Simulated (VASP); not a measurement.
Crystal: SnH2.

```
Sn H
1.0
     2.83243   -1.73795    0.00000
     2.83243    1.73795    0.00000
    -0.00265    0.00000    3.99217
Sn H
1 2
Direct
  0.00000 0.00000 0.00000
  0.68935 0.68935 0.28833
  0.31065 0.31065 0.71167
```

The cell was built from a structure type or drawn by symmetry, and may not be a known phase.

| Quantity | Value |
| --- | --- |
| Program | VASP 6.6.1 |
| Task | relaxation of cell and atoms |
| Functional | PBE |
| Potentials or basis | VASP PAW PBE potentials, release 64 (Sn_d, H_h) |
| Cutoff | 910 eV |
| k mesh | 5 × 5 × 4 |
| Occupations | gaussian, width 0.15 eV |
| Spin | no spin polarisation |

At the start: pressure 0.7 GPa; volume 13.10 Å³/atom.

Problem. How do energy, volume and symmetry change on relaxing?

Solution. Over 12 steps the energy falls by 190.4 meV/atom and the volume is 12.54 Å³/atom (-4.3 %); space group C2/m (No. 12, to 0.1 Å) before and after.

The path:
```tsv
step	energy change (eV)	largest force (eV/Å)	pressure (GPa)	volume (Å³)
1	0.0000	0.4789	0.68	39.30
2	-0.1198	0.4903	-0.36	39.59
3	-0.3622	0.4336	-2.34	40.03
4	-0.3834	0.5211	-4.32	39.01
5	-0.4118	0.3696	-4.37	39.89
6	-0.4996	0.2725	0.77	35.92
7	-0.5001	0.2641	1.37	35.60
8	-0.5281	0.2466	1.39	35.79
9	-0.5582	0.0458	1.38	36.17
10	-0.5650	0.0576	-1.17	37.96
11	-0.5658	0.0474	-0.58	37.50
12	-0.5711	0.0616	-0.07	37.61
```

Final structure:
```
Sn H
1.0
     3.50735   -1.75031   -0.20945
     3.50735    1.75031   -0.20945
    -0.28945    0.00000    3.08071
Sn H
1 2
Direct
  0.00000 0.00000 0.00000
  0.66182 0.66182 0.18005
  0.33818 0.33818 0.81995
```

Caveat: the k points lie up to 0.51 Å⁻¹ apart in the final cell, too coarse for converged energies and pressures of a metal; a cell axis changed by over 15 % at a fixed basis, so the end point is rough; the relaxation stopped at a loose force limit of 0.08 eV/Å, so its end isn't a converged minimum.
